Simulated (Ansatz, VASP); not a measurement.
**One calculation of GaSb3, two programs**

```
Ga Sb
1.0
     3.03186    0.00000    0.00000
     0.00000    3.19507    0.00000
     0.00000    0.00000   11.21022
Ga Sb
1 3
Direct
  0.00000 0.00000 0.00000
  0.00000 0.50000 0.23592
  0.00000 0.00000 0.50000
  0.00000 0.50000 0.76408
```

Change from the starting cell: species swapped into the Sn3Pb type (Pmmm, No. 47).

Alike in both runs: functional PBE; k mesh 12 × 10 × 4; occupations gaussian, width 0.1 eV; no spin polarisation.

Ansatz relaxed the structure, and its values are those at the end. VASP's run is a single point on that final structure, the one shown.

```csv
,VASP,Ansatz
version,VASP 6.6.1,Ansatz 0.2.0
potentials or method,"VASP PAW PBE potentials, release 64 (Ga_d, Sb), cutoff 520 eV","scalar-relativistic, plane waves, PAW"
valence electrons in the cell,28,58
```

|  | VASP | Ansatz | Ansatz less VASP |
| --- | --- | --- | --- |
| gap on the k mesh at the Fermi level (eV) | none | none | - |
| pressure (GPa) | 0.0 | 0.0 | +0.04 |

A gap of «none» marks a metal or a gap that the smearing closes. VASP's potentials hold 28 valence electrons a cell and Ansatz's 58, so a difference there can come from the potentials and not from the codes.

Spin-orbit coupling is off throughout.
